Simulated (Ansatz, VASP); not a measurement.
**Ti2SiSe2: VASP beside Ansatz**

```xyz
5
Lattice="4.8042 0.0000 0.0000 -2.4021 4.1605 0.0000 0.0000 0.0000 6.9360" Properties=species:S:1:pos:R:3 pbc="T T T"
Ti    0.0000    0.0000    5.9331
Ti    0.0000    0.0000    1.0029
Si    0.0000    0.0000    3.4680
Se    0.0000    2.7737    3.4680
Se    2.4021    1.3868    3.4680
```

Alike in both runs: functional PBE; k mesh 12 × 12 × 6; occupations gaussian, width 0.1 eV; no spin polarisation.

Ansatz relaxed the structure, and its values are those at the end. VASP's run is a single point on that final structure, the one shown.

```csv
,VASP,Ansatz
version,VASP 6.6.1,Ansatz 0.2.0
potentials or method,"VASP PAW PBE potentials, release 64 (Ti_sv, Si, Se), cutoff 520 eV","scalar-relativistic, plane waves, PAW"
valence electrons in the cell,40,60
```

|  | VASP | Ansatz | Ansatz less VASP |
| --- | --- | --- | --- |
| gap on the k mesh at the Fermi level (eV) | none | none | - |
| pressure (GPa) | 0.3 | 0.0 | -0.30 |
| rms of the force components (eV/Å) | 0.158 | 0.000 | -0.1573 |

A gap of «none» marks a metal or a gap that the smearing closes. One of these differences is far larger than is usual between the two programs; its cause wasn't traced. VASP's potentials hold 40 valence electrons a cell and Ansatz's 60, so a difference there can come from the potentials and not from the codes.
